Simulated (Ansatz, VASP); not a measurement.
# Mo: VASP beside Ansatz

The input INCAR:

```
SYSTEM = Mo
  ALGO = Fast
  EDIFF = 1E-6
  ENCUT = 520
  GGA = PS
  ISIF = 2
  ISMEAR = 0
  LASPH = .True.
  LCHARG = .False.
  LREAL = .False.
  LWAVE = .False.
  NBANDS = 13
  NELM = 80
  PREC = Accurate
  SIGMA = 0.15
```

Contents of KPOINTS:

```
k-points
0
Gamma
  26 26 26
  0 0 0
```

The input POSCAR:

```
Mo
1.0
   -1.5724766942      1.5646534271      1.5724766942
    1.5568301600     -1.5646534271      1.5568301600
    1.5724766942      1.5646534271     -1.5724766942
Mo
1
Direct
    0.0000000000      0.0000000000      0.0000000000
```

Input for Ansatz:

```yaml
crystal:
  lattice:
    - [-1.5724766942, 1.5646534271, 1.5724766942]
    - [1.55683016, -1.5646534271, 1.55683016]
    - [1.5724766942, 1.5646534271, -1.5724766942]
  atoms:
    - { symbol: Mo, position: [0.0, 0.0, 0.0] }
basis:
  ecutwfc: 420
kpoints:
  mp_grid: { grid: [26, 26, 26] }
hamiltonian:
  xc: pbesol
scf:
  occupations: { method: gaussian, width: 0.15 }
output:
  forces: true
  stress: true
  eigenvalues: true
```

Change from the starting cell: strain -0.0100 x Voigt [0, 0, 0, 0, 1, 0], atoms carried along.

Alike in both runs: task single point; functional PBEsol; k mesh 26 × 26 × 26; occupations gaussian, width 0.15 eV; no spin polarisation.

```csv
,VASP,Ansatz
version,VASP 6.6.1,Ansatz 0.2.0
potentials or method,"VASP PAW PBE potentials, release 64 (Mo_sv), cutoff 520 eV","scalar-relativistic, plane waves, PAW"
valence electrons in the cell,14,14
```

|  | VASP | Ansatz | Ansatz less VASP |
| --- | --- | --- | --- |
| gap on the k mesh at the Fermi level (eV) | none | none | - |
| pressure (GPa) | 0.7 | 0.1 | -0.57 |
| traceless stress, the component that is largest in VASP (GPa) | 1.06 | 1.06 | -0.007 |

VASP's potentials were made for PBE, not for PBEsol. A gap of «none» marks a metal or a gap that the smearing closes.
